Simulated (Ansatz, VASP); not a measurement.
Zn in VASP and in Ansatz

POSCAR

```
Zn
1.0
    2.5253093979      0.0000000000      0.0000000000
   -1.2626546990      2.1869820909      0.0000000000
    0.0000000000      0.0000000000      3.0614772767
Zn
1
Direct
    0.0000000000      0.0000000000      0.0000000000
```

File INCAR.step1:

```
ALGO = Normal ; EDIFF = 1E-5
EDIFFG = -0.005 ; ENCUT = 550
GGA = PE ; GGA_COMPAT = False
IBRION = 2 ; ISIF = 3
ISMEAR = 0 ; LASPH = True
LCHARG = False ; LREAL = False
LWAVE = True ; NELM = 120
NELMIN = 4 ; NSW = 100
PREC = Accurate ; SIGMA = 0.1
```

INCAR.step2

```
ALGO = Normal ; EDIFF = 1E-7
EDIFFG = -0.01 ; ENCUT = 550
GGA_COMPAT = False ; IBRION = 2
ISIF = 3 ; ISMEAR = 0
ISTART = 1 ; LASPH = True
LCHARG = False ; LMIXTAU = True
LREAL = False ; LWAVE = False
METAGGA = R2SCAN ; NELM = 120
NELMIN = 4 ; NSW = 100
PREC = Accurate ; SIGMA = 0.1
```

Contents of KPOINTS:

```
k-points
0
Gamma
  24 24 18
```

Input for Ansatz:

```yaml
crystal:
  lattice:
    - [2.5253093979, 0.0, 0.0]
    - [-1.262654699, 2.1869820909, 0.0]
    - [0.0, 0.0, 3.0614772767]
  atoms:
    - { symbol: Zn, position: [0.0, 0.0, 0.0] }
basis:
  ecutwfc: 500
kpoints:
  mp_grid: { grid: [24, 24, 18] }
hamiltonian:
  xc: r2scan
scf:
  occupations: { method: gaussian, width: 0.1 }
output:
  forces: true
  stress: true
  eigenvalues: true
relax:
  adjacent_minimum: "off"
  f_tol: 0.01
  max_steps: 80
  cell: { stress_tol: 0.05 }
```

Alike in both runs: task relaxation of cell and atoms; functional r2SCAN; k mesh 24 × 24 × 18; occupations gaussian, width 0.1 eV; no spin polarisation.

```csv
,VASP,Ansatz
version,VASP 6.6.1,Ansatz 0.2.0
potentials or method,"VASP PAW PBE potentials, release 64 (Zn), cutoff 550 eV","scalar-relativistic, plane waves, PAW"
valence electrons in the cell,12,12
```

|  | VASP | Ansatz | Ansatz less VASP |
| --- | --- | --- | --- |
| gap on the k mesh at the Fermi level, each at its own relaxed structure (eV) | none | none | - |
| relaxed volume (Å³/atom) | 17.00 | 16.89 | -0.109 |
| relaxed length of the cell vector where the two differ most in proportion (Å) | 2.532 | 2.526 | -0.0063 |

VASP's potentials were made for PBE, not for r2SCAN. A gap of «none» marks a metal or a gap that the smearing closes.
